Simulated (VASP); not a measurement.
Input of a VASP 6.6.1 run:

The input INCAR:

```
SYSTEM = Hf
PREC     = Accurate       ! precision mode
ENCUT    = 520            ! plane-wave cutoff, eV
EDIFF    = 1E-7           ! SCF threshold, eV
ISMEAR   = -1             ! smearing method
SIGMA    = 0.13605693000000002 ! smearing width, eV
LREAL    = .FALSE.        ! projectors in reciprocal space
LASPH    = .TRUE.         ! aspherical terms in the spheres
NELM     = 80             ! most SCF steps
ALGO     = Normal         ! electronic algorithm
ISIF     = 2              ! what is computed and relaxed
LWAVE    = .FALSE.        ! write WAVECAR
LCHARG   = .FALSE.        ! write CHGCAR
GGA      = PS             ! functional
NBANDS   = 11             ! bands
```

File KPOINTS:

```
regular mesh
0
G
  13 13 13
  0 0 0
```

POSCAR

```
Hf
1.0
   -1.7481613342      1.7481613342      1.7481613342
    1.7481613342     -1.7481613342      1.7481613342
    1.7481613342      1.7481613342     -1.7481613342
Hf
1
Direct
    0.0000000000      0.0000000000      0.0000000000
```

Potentials or basis: VASP PAW PBE potentials, release 64 (Hf_pv).

Command:

```bash
$ cat potpaw_PBE.64/Hf_pv/POTCAR > POTCAR
$ mpirun -np 1 vasp_std > vasp.out
```

Task: What does it give for the pressure?

Result: -0.2 GPa.

Task: What does it give for the band gap on the k mesh?

Result: Zero (band 5 reaches 6.27 eV, above the bottom of band 6 at 4.12 eV).

Caveat: the PAW data sets were made with another functional, which shifts forces and pressure a little; spin-orbit coupling is left out, which moves the levels of the heavy elements.
